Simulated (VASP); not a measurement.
The system is InP.

```
CELL_PARAMETERS angstrom
0.00000 2.87068 2.87068
2.87068 0.00000 2.87068
2.87068 2.87068 0.00000
ATOMIC_POSITIONS crystal
In 0.00000 0.00000 0.00000
P 0.75000 0.75000 0.75000
```

Base run:

- Program: VASP 6.6.1
- Functional: RPBE
- Dispersion: D4
- Potentials or basis: VASP PAW PBE potentials, release 64 (In_d, P)
- Cutoff: 520 eV
- k mesh: 8 × 8 × 8
- Occupations: fermi-dirac, width 0.05 eV
- Spin: no spin polarisation

Its results: band gap on the k mesh 1.18 eV, direct; pressure 5.6 GPa.

Problem. After a change of settings the same cell gave: band gap on the k mesh 0.98 eV, direct; pressure 6.6 GPa. Which change was it?
A. functional from RPBE to revPBE; dispersion from D4 to none
B. functional from RPBE to r2SCAN; further incar settings from ALGO = Normal; EDIFF = 1e-07; NBANDS = 16 to ALGO = Normal; EDIFF = 1e-06; NBANDS = 16
C. functional from RPBE to BLYP; dispersion from D4 to D3(BJ)
D. functional from RPBE to PBEsol; further incar settings from ALGO = Normal; EDIFF = 1e-07; NBANDS = 16 to ALGO = Normal; EDIFF = 1e-06; NBANDS = 16

Solution. C.

Caveats: the PAW data sets were made with another functional, which shifts forces and pressure a little; spin-orbit coupling is left out, which moves the levels of the heavy elements.
